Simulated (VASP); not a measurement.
CdSe, 2 atoms in the cell. The structure is cubic, space group Fm-3m (No. 225). Conventional cell: a = 5.222 Å, b = 5.222 Å, c = 5.222 Å, α = 90.00°, β = 90.00°, γ = 90.00°. Within 3.4 Å of Cd (site symmetry m-3m) lie 6 Se at 2.61 Å. Within 3.4 Å of Se (site symmetry m-3m) lie 6 Cd at 2.61 Å.  This cell differs from its parent crystal: volume scaled by 0.800.

* Program: VASP 6.6.1
* Task: single point
* Functional: PBEsol
* Potentials or basis: VASP PAW PBE potentials, release 64 (Cd, Se)
* Cutoff: 520 eV
* k mesh: 12 × 12 × 12
* Occupations: gaussian, width 0.05 eV
* Spin: no spin polarisation
* Dipole correction: no
* Further INCAR settings: ALGO = Normal; EDIFF = 1e-06; NBANDS = 16

Potentials or basis: VASP PAW PBE potentials, release 64 (Cd, Se).

The run is started by

```console
$ cat potpaw_PBE.64/Cd/POTCAR potpaw_PBE.64/Se/POTCAR > POTCAR
$ mpirun -np 1 vasp_std > vasp.out
```

Hardware: 1 thread of AMD EPYC 7R13 (shared host).

**Question.** Estimate the wall time of this run.

**Answer.** Run time: 70 s on 1 thread of AMD EPYC 7R13 (shared host), peak memory 0.16 GiB. Counts: scf iterations 12, k points 72.
